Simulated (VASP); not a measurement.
AlAs, 2 atoms in the cell. The structure is cubic, space group F-43m (No. 216). The conventional cell has a = 5.678 Å, b = 5.678 Å, c = 5.678 Å, α = 90.00°, β = 90.00°, γ = 90.00°. Al (site symmetry -43m) has 4 As at 2.46 Å within 3.2 Å. Within 3.2 Å of As (site symmetry -43m) lie 4 Al at 2.46 Å. 

```yaml
Program: VASP 6.6.1
Task: single point
Functional: PBE
Potentials_or_basis: VASP PAW PBE potentials, release 64 (Al, As)
Cutoff: 500 eV
k_mesh: 4 × 4 × 4
Occupations: gaussian, width 0.01 eV
Spin: no spin polarisation
Dipole_correction: no
Further_INCAR_settings: ALGO = Normal; EDIFF = 1e-06; NBANDS = 11
```

Potentials or basis: VASP PAW PBE potentials, release 64 (Al, As).

Run with:

```bash
$ cat potpaw_PBE.64/Al/POTCAR potpaw_PBE.64/As/POTCAR > POTCAR
$ mpirun -np 1 vasp_std > vasp.out
```

Hardware: 1 thread of Intel(R) Xeon(R) 6975P-C (Granite Rapids), with other jobs on the host.

Problem. How long does it take, and how much memory?

Solution. It took 3.7 s on 1 thread of Intel(R) Xeon(R) 6975P-C (Granite Rapids) (shared host), peak memory 0.15 GiB. Counts: scf iterations 12, k points 8.
